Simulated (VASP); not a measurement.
Write the native input for VASP 6.6.1 that does the following.

```yaml
Task: relaxation of cell and atoms
Functional: LDA
Potentials_or_basis: VASP PAW LDA potentials, release 64 (Nb_sv)
Cutoff: 500 eV
k_mesh: 18 × 18 × 18
Occupations: gaussian, width 0.1 eV
Spin: no spin polarisation
Dipole_correction: no
Further_INCAR_settings: ALGO = Normal; EDIFF = 1e-07; IBRION = 2; EDIFFG = -0.005; NSW = 100; ISIF = 3
```

The structure of Nb lies in POSCAR:

```
Nb
1.0
   -1.6266165042      1.6266165042      1.6266165042
    1.6266165042     -1.6266165042      1.6266165042
    1.6266165042      1.6266165042     -1.6266165042
Nb
1
Direct
    0.0000000000      0.0000000000      0.0000000000
```

These files were run (other wordings do the same):

INCAR

```
PREC     = Accurate       # precision mode
ENCUT    = 500            # plane-wave cutoff, eV
EDIFF    = 1E-7           # SCF threshold, eV
ISMEAR   = 0              # smearing method
SIGMA    = 0.1            # smearing width, eV
LREAL    = F              # projectors in reciprocal space
LASPH    = T              # aspherical terms in the spheres
NELM     = 120            # most SCF steps
ALGO     = Normal         # electronic algorithm
ISIF     = 3              # what is computed and relaxed
LWAVE    = F              # write WAVECAR
LCHARG   = F              # write CHGCAR
GGA      = CA             # functional
IBRION   = 2              # ionic algorithm
NSW      = 100            # ionic steps
EDIFFG   = -0.005         # ionic threshold
GGA_COMPAT= F            
NELMIN   = 4
```

KPOINTS

```
regular mesh
0
Gamma
  18 18 18
```

Potentials or basis: VASP PAW LDA potentials, release 64 (Nb_sv).

Command:

```console
$ cat potpaw_LDA.64/Nb_sv/POTCAR > POTCAR
$ mpirun -np 1 vasp_std > vasp.out
```

It gave:

```
Relaxed volume                         : 17.11 Å³/atom
Relaxed cell                           : a = 2.812 Å, b = 2.812 Å, c = 2.812 Å, α = 109.47°, β = 109.47°, γ = 109.47°
Space group after relaxing (to 0.05 Å) : Im-3m (No. 229)
Energy gained by relaxing              : 0.4 meV/atom
Ionic steps                            : 3
Pressure after relaxing                : 0.0 GPa
```

Run time: 38 s on 1 thread of Intel(R) Xeon(R) Platinum 8559C (Emerald Rapids), on a shared host, peak memory 0.16 GiB.
